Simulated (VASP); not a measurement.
Set up this calculation in VASP 6.6.1, as the native input.

```yaml
Task: single point
Functional: LDA
Potentials_or_basis: VASP PAW LDA potentials, release 64 (Na_pv, H)
Cutoff: 520 eV
k_mesh: 9 × 9 × 9
Occupations: fermi-dirac, width 0.05 eV
Spin: no spin polarisation
Dipole_correction: no
Further_INCAR_settings: ALGO = Normal; EDIFF = 1e-06; NBANDS = 11
```

The structure of NaH lies in POSCAR:

```
NaH
1.0
    0.0000000000      2.4236236676      2.4236236676
    2.4236236676      0.0000000000      2.4236236676
    2.4236236676      2.4236236676      0.0000000000
Na H
1 1
Direct
    0.0000000000      0.0000000000      0.0000000000
    0.5000000000      0.5000000000      0.5000000000
```

The input as run:

INCAR

```
PREC = Accurate
ENCUT = 520
EDIFF = 1E-6
ISMEAR = -1
SIGMA = 0.05
LREAL = F
LASPH = T
NELM = 80
ALGO = Normal
ISIF = 2
LWAVE = F
LCHARG = F
NBANDS = 11
```

KPOINTS

```
Automatic mesh
0
Gamma
  9 9 9
```

Potentials or basis: VASP PAW LDA potentials, release 64 (Na_pv, H).

Run with:

```bash
$ cat potpaw_LDA.64/Na_pv/POTCAR potpaw_LDA.64/H/POTCAR > POTCAR
$ mpirun -np 1 vasp_std > vasp.out
```

Results of the run:

The pressure is -2.3 GPa and the band gap on the k mesh is 3.70 eV, indirect (least direct gap 4.45 eV).

It took 4.3 s on 1 thread of Intel(R) Xeon(R) 6975P-C (Granite Rapids) (shared host), peak memory 0.13 GiB.
